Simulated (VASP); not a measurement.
HfN:

```
Hf N
1.0
     2.82503    0.00000    0.00000
     0.00000    2.82503    0.00000
     0.00000    0.00000    2.82503
Hf N
1 1
Direct
  0.50000 0.50000 0.50000
  0.00000 0.00000 0.00000
```

| Quantity | Value |
| --- | --- |
| Program | VASP 6.6.1 |
| Task | relaxation of cell and atoms |
| Functional | PBEsol |
| Potentials or basis | VASP PAW PBE potentials, release 64 (Hf_pv, N) |
| Cutoff | 600 eV |
| k mesh | 9 × 9 × 9 |
| Occupations | fermi-dirac, width 0.05 eV |
| Spin | no spin polarisation |

At the start: pressure -11.1 GPa; volume 11.27 Å³/atom.

Problem. How do energy, volume and symmetry change on relaxing?

Solution. Over 4 steps the energy falls by 18.7 meV/atom and the volume is 10.75 Å³/atom (-4.6 %); space group Pm-3m (No. 221, to 0.1 Å) before and after.

The path:
```csv
step,energy change (eV),largest force (eV/Å),pressure (GPa),volume (Å³)
1,0.0000,0.0000,-11.08,22.55
2,0.0480,0.0000,20.54,20.10
3,-0.0373,0.0000,-0.22,21.53
4,-0.0373,0.0000,0.02,21.51
```

Final structure:
```cif
data_structure
_symmetry_space_group_name_H-M 'P 1'
_symmetry_Int_Tables_number 1
_cell_length_a 2.7810
_cell_length_b 2.7810
_cell_length_c 2.7810
_cell_angle_alpha 90.000
_cell_angle_beta 90.000
_cell_angle_gamma 90.000
_cell_volume 21.51
loop_
_atom_site_label
_atom_site_type_symbol
_atom_site_fract_x
_atom_site_fract_y
_atom_site_fract_z
_atom_site_occupancy
Hf1 Hf 0.50000 0.50000 0.50000 1
N1 N 0.00000 0.00000 0.00000 1
```

Caveat: the PAW data sets were made with another functional, which shifts forces and pressure a little.
